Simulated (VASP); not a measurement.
Input of a VASP 6.6.1 run:

File INCAR:

```
SYSTEM = W
ALGO = Fast ; EDIFF = 1E-7
ENCUT = 520 ; GGA = PE
ISIF = 2 ; ISMEAR = -1
LASPH = .True. ; LCHARG = .False.
LREAL = .False. ; LWAVE = .False.
NBANDS = 13 ; NELM = 100
PREC = Accurate ; SIGMA = 0.05
```

File KPOINTS:

```
k-points
0
Gamma
  12 12 12
  0 0 0
```

The input POSCAR:

```
W
1.0
   -1.6133792515      1.6133792515      1.6133792515
    1.6133792515     -1.6133792515      1.6133792515
    1.6133792515      1.6133792515     -1.6133792515
W
1
Direct
    0.0000000000      0.0000000000      0.0000000000
```

Potentials or basis: VASP PAW PBE potentials, release 64 (W_sv).

Launch:

```console
$ cat potpaw_PBE.64/W_sv/POTCAR > POTCAR
$ mpirun -np 1 vasp_std > vasp.out
```

Problem. What does it give for the pressure?

Solution. -10.7 GPa.

Problem. Estimate the band gap on the k mesh.

Solution. Zero (band 7 reaches 15.37 eV, above the bottom of band 8 at 9.48 eV).

Caveat: spin-orbit coupling is left out, which moves the levels of the heavy elements.
